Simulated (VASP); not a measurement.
Wanted: the native input for a VASP 6.6.1 run.

* Task: single point
* Functional: PBE
* Dispersion: D3(BJ)
* Potentials or basis: VASP PAW PBE potentials, release 64 (In_d, O)
* Cutoff: 520 eV
* k mesh: 12 × 12 × 2
* Occupations: gaussian, width 0.05 eV
* Spin: no spin polarisation
* Dipole correction: no
* Further INCAR settings: ALGO = Normal; EDIFF = 1e-06; NBANDS = 27

The structure of InO lies in POSCAR:

```
InO
1.0
    3.5155277671      0.0000000000      0.0000000000
   -1.7577638836      3.0445363540      0.0000000000
    0.0000000000      0.0000000000     16.2483227879
In O
2 2
Direct
    0.6666666667      0.3333333333      0.5895266171
    0.6666666667      0.3333333333      0.4104733829
    0.0000000000      0.0000000000      0.6398766429
    0.0000000000      0.0000000000      0.3601233571
```

This cell differs from its parent crystal: strain +0.025 along x and y, +0.025 along z.

One way to write it, as run:

INCAR

```
SYSTEM = InO
PREC = Accurate
ENCUT = 520
EDIFF = 1E-6
ISMEAR = 0
SIGMA = 0.05
LREAL = .FALSE.
LASPH = .TRUE.
NELM = 100
ALGO = Normal
ISIF = 2
LWAVE = .FALSE.
LCHARG = .FALSE.
GGA = PE
IVDW = 12
NBANDS = 27
```

KPOINTS

```
Automatic mesh
0
G
  12 12 2
  0 0 0
```

Potentials or basis: VASP PAW PBE potentials, release 64 (In_d, O).

Run with:

```sh
$ cat potpaw_PBE.64/In_d/POTCAR potpaw_PBE.64/O/POTCAR > POTCAR
$ mpirun -np 1 vasp_std > vasp.out
```

Results of the run:

```json
{
  "Largest force": "0.523 eV/Å",
  "Band gap on the k mesh": "0.36 eV (least direct gap 0.94 eV)",
  "Dispersion energy per atom": "-0.135 eV"
}
```

Caveat: the cell differs from its parent crystal (strain +0.025 along x and y, +0.025 along z); spin-orbit coupling is left out, which moves the levels of the heavy elements.

It took 120 s on 1 thread of Intel(R) Xeon(R) 6975P-C (Granite Rapids) (shared host), peak memory 0.39 GiB.
